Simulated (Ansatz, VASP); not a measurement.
Two plane-wave programs on RbBr

File INCAR:

```
SYSTEM = RbBr
ALGO = Normal
EDIFF = 1E-6
ENCUT = 520
GGA = PE
GGA_COMPAT = .False.
ISIF = 2
ISMEAR = 0
LASPH = .True.
LCHARG = .False.
LNONCOLLINEAR = .True.
LORBIT = 11
LORBMOM = .True.
LREAL = .False.
LSORBIT = .True.
LWAVE = .False.
MAGMOM = 0 0 0 0 0 0
NBANDS = 28
NELM = 150
PREC = Accurate
SIGMA = 0.01
```

KPOINTS

```
k-points
0
Gamma
  6 6 6
  0 0 0
```

Contents of POSCAR:

```
RbBr
1.0
    0.0000000000      3.4608258933      3.4608258933
    3.4608258933      0.0000000000      3.4608258933
    3.4608258933      3.4608258933      0.0000000000
Rb Br
1 1
Direct
    0.0000000000      0.0000000000      0.0000000000
    0.5000000000      0.5000000000      0.5000000000
```

Input for Ansatz:

```yaml
crystal:
  lattice:
    - [0.0, 3.4608258933, 3.4608258933]
    - [3.4608258933, 0.0, 3.4608258933]
    - [3.4608258933, 3.4608258933, 0.0]
  atoms:
    - { symbol: Rb, position: [0.0, 0.0, 0.0] }
    - { symbol: Br, position: [0.5, 0.5, 0.5] }
kpoints:
  mp_grid: { grid: [6, 6, 6] }
  band_path:
    path:
      - [0.0, 0.0, 0.0]
      - [0.5, 0.0, 0.5]
      - [0.625, 0.25, 0.625]
      - [0.375, 0.375, 0.75]
      - [0.5, 0.5, 0.5]
      - [0.5, 0.25, 0.75]
    npoints: 1
hamiltonian:
  xc: pbe
scf:
  occupations: { method: fixed }
  n_extra_bands: 8
magnetization:
  noncollinear: true
  spin_orbit: true
output:
  forces: true
  stress: true
  eigenvalues: true
```

Alike in both runs: task single point; functional PBE; k mesh 6 × 6 × 6; non-collinear spin, spin-orbit coupling.

|  | VASP | Ansatz |
| --- | --- | --- |
| version | VASP 6.6.1 | Ansatz 0.2.0 |
| potentials or method | VASP PAW PBE potentials, release 64 (Rb_sv, Br) | plane waves, PAW |
| plane-wave cutoff (eV) | 520 | 420 |
| occupations | gaussian, width 0.01 eV | fixed |
| valence electrons in the cell | 16 | 16 |

|  | VASP | Ansatz | Ansatz less VASP |
| --- | --- | --- | --- |
| pressure (GPa) | 0.6 | 0.5 | -0.02 |
